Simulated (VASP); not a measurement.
The system is CaSe.

```
Ca Se
1.0
     0.00000    2.95600    2.95600
     2.95600    0.00000    2.95600
     2.95600    2.95600    0.00000
Ca Se
1 1
Direct
  0.00000 0.00000 0.00000
  0.50000 0.50000 0.50000
```

Base run:

```yaml
Program: VASP 6.6.1
Functional: PBE
Potentials_or_basis: VASP PAW PBE potentials, release 64 (Ca_sv, Se)
Cutoff: 520 eV
k_mesh: 7 × 7 × 7
Occupations: fermi-dirac, width 0.01 eV
Spin: no spin polarisation
```

Its results: band gap on the k mesh 2.08 eV, indirect (least direct gap 2.99 eV); pressure 1.4 GPa.

Problem. After a change of settings the same cell gave: band gap on the k mesh 1.92 eV, indirect (least direct gap 2.84 eV); pressure -2.9 GPa. Which change was it?
A. further incar settings from ALGO = Normal; EDIFF = 1e-08; NBANDS = 15 to ALGO = Normal; EDIFF = 1e-07; NBANDS = 15
B. further incar settings from ALGO = Normal; EDIFF = 1e-08; NBANDS = 15 to ALGO = Normal; EDIFF = 1e-06; NBANDS = 15
C. functional from PBE to PBEsol
D. functional from PBE to LDA; potentials or basis from VASP PAW PBE potentials, release 64 (Ca_sv, Se) to VASP PAW LDA potentials, release 64 (Ca_sv, Se)

Solution. D.
